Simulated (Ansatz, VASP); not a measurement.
## One calculation of AlRu, two programs

```
CELL_PARAMETERS angstrom
2.99160 0.00000 0.00000
0.00000 2.99160 0.00000
0.00000 0.00000 2.99160
ATOMIC_POSITIONS crystal
Ru 0.50000 0.50000 0.50000
Al 0.00000 0.00000 0.00000
```

Alike in both runs: functional HSE06; k mesh 5 × 5 × 5; occupations fermi-dirac, width 0.05 eV; no spin polarisation.

|  | VASP | Ansatz |
| --- | --- | --- |
| version | VASP 6.6.1 | Ansatz 0.2.0 |
| potentials or method | VASP PAW PBE potentials, release 64 (Ru_pv, Al) | Ansatz PAW |
| plane-wave cutoff (eV) | 520 | 420 |
| valence electrons in the cell | 17 | 19 |
| task | single point | band structure |

VASP gave:

| Quantity | Value |
| --- | --- |
| gap on the k mesh at the Fermi level (eV) | none |
| pressure (GPa) | -2.8 |

Question: Which values does Ansatz return?

Answer: gap on the k mesh at the Fermi level (eV): none; pressure (GPa): -2.9.

A gap of «none» marks a metal or a gap that the smearing closes. With one functional, cell and mesh, what is left measures potentials, basis and numerics. VASP's potentials hold 17 valence electrons a cell and Ansatz's 19, so a difference there can come from the potentials and not from the codes.

The k mesh is coarse, so the values compare programs but aren't converged.
